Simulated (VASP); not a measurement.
A run of VASP 6.6.1 is set up as follows.

INCAR

```
SYSTEM = ReP2
PREC = Accurate
ENCUT = 600
EDIFF = 1E-7
ISMEAR = 0
SIGMA = 0.05
LREAL = .FALSE.
LASPH = .TRUE.
NELM = 80
ALGO = Normal
ISIF = 4
LWAVE = .FALSE.
LCHARG = .FALSE.
GGA = PS
IBRION = 2
NSW = 60
EDIFFG = -0.01
```

File KPOINTS:

```
regular mesh
0
G
  12 12 6
  0 0 0
```

Contents of POSCAR:

```
ReP2
1.0
    3.0049436927      0.0000000000      0.0000000000
   -1.5024718464      2.6023575749      0.0000000000
    0.0000000000      0.0000000000      5.0352075698
Re P
1 2
Direct
    0.0000000000      0.0000000000      0.0000000000
    0.3333333333      0.6666666667      0.3306747177
    0.6666666667      0.3333333333      0.6693252823
```

Potentials or basis: VASP PAW PBE potentials, release 64 (Re, P).

Run with:

```sh
$ cat potpaw_PBE.64/Re/POTCAR potpaw_PBE.64/P/POTCAR > POTCAR
$ mpirun -np 1 vasp_std > vasp.out
```

(1) Predict the band gap on the k mesh.

Answers

(1) zero (an odd number of electrons rules out a gap without spin polarisation).

Caveat: spin-orbit coupling is left out, which moves the levels of the heavy elements.
